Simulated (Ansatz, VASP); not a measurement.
## One calculation of Cs, two programs

INCAR

```
PREC = Accurate
ENCUT = 520
EDIFF = 1E-6
ISMEAR = 0
SIGMA = 0.15
LREAL = False
LASPH = True
NELM = 80
ALGO = Fast
ISIF = 2
LWAVE = False
LCHARG = False
GGA = PS
NBANDS = 10
```

The input KPOINTS:

```
regular mesh
0
Gamma
  12 12 12
```

File POSCAR:

```
Cs
1.0
   -3.0980625000      3.0980625000      2.9469375000
    3.0980625000     -3.0980625000      2.9469375000
    3.0980625000      3.0980625000     -2.9469375000
Cs
1
Direct
    0.0000000000      0.0000000000      0.0000000000
```

Input for Ansatz:

```yaml
crystal:
  lattice:
    - [-3.0980625, 3.0980625, 2.9469375]
    - [3.0980625, -3.0980625, 2.9469375]
    - [3.0980625, 3.0980625, -2.9469375]
  atoms:
    - { symbol: Cs, position: [0.0, 0.0, 0.0] }
basis:
  ecutwfc: 420
kpoints:
  mp_grid: { grid: [12, 12, 12] }
hamiltonian:
  xc: pbesol
scf:
  occupations: { method: gaussian, width: 0.15 }
output:
  forces: true
  stress: true
  eigenvalues: true
```

Change from the starting cell: strain +0.025 along x and y, -0.025 along z, atoms carried along.

Alike in both runs: task single point; functional PBEsol; k mesh 12 × 12 × 12; occupations gaussian, width 0.15 eV; no spin polarisation.

|  | VASP | Ansatz |
| --- | --- | --- |
| version | VASP 6.6.1 | Ansatz 0.2.0 |
| potentials or method | VASP PAW PBE potentials, release 64 (Cs_sv), cutoff 520 eV | scalar-relativistic, plane waves, PAW |
| valence electrons in the cell | 9 | 9 |

|  | VASP | Ansatz | Ansatz less VASP |
| --- | --- | --- | --- |
| gap on the k mesh at the Fermi level (eV) | none | none | - |
| pressure (GPa) | -0.1 | -0.1 | +0.01 |

VASP's potentials were made for PBE, not for PBEsol. A gap of «none» marks a metal or a gap that the smearing closes.

Neither program's run includes spin-orbit coupling.
